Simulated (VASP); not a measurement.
Runs of VASP 6.6.1 on FePt. The structure is that of space group P4/mmm (No. 123), or close to it. The cells are those of the table. 

```csv
cell,gap on the mesh (eV),pressure (GPa),moment (μB)
"a = 2.740, b = 2.740, c = 3.725 Å, 2 atoms",none,(b),3.31
"a = 2.703, b = 2.703, c = 3.675 Å, 2 atoms",none,9.5,(a)
"a = 2.667, b = 2.667, c = 3.625 Å, 2 atoms",none,20.7,3.17
"a = 2.775, b = 2.775, c = 3.773 Å, 2 atoms",none,-6.8,(c)
"a = 2.722, b = 2.722, c = 3.700 Å, 2 atoms",none,4.6,3.28
```

Alike in all rows: task single point; level PBE; potentials or basis VASP PAW PBE potentials, release 64 (Fe, Pt); spin collinear, ferromagnetic start; k mesh 12 × 12 × 9; cutoff (eV) 520; smearing fermi-dirac 0.05 eV.

Problem. Estimate the missing entries.

Solution. (a) 3.25; (b) 0.4; (c) 3.37.

Caveats: spin-orbit coupling is left out, which moves the levels of the heavy elements; the cell stands under pressure (at least some runs); the cell stands under tension (at least some runs).

A k mesh can miss the band edges, and the runs leave out spin-orbit coupling on Pt.

A gap of «none» marks levels without a gap at the run's occupations.
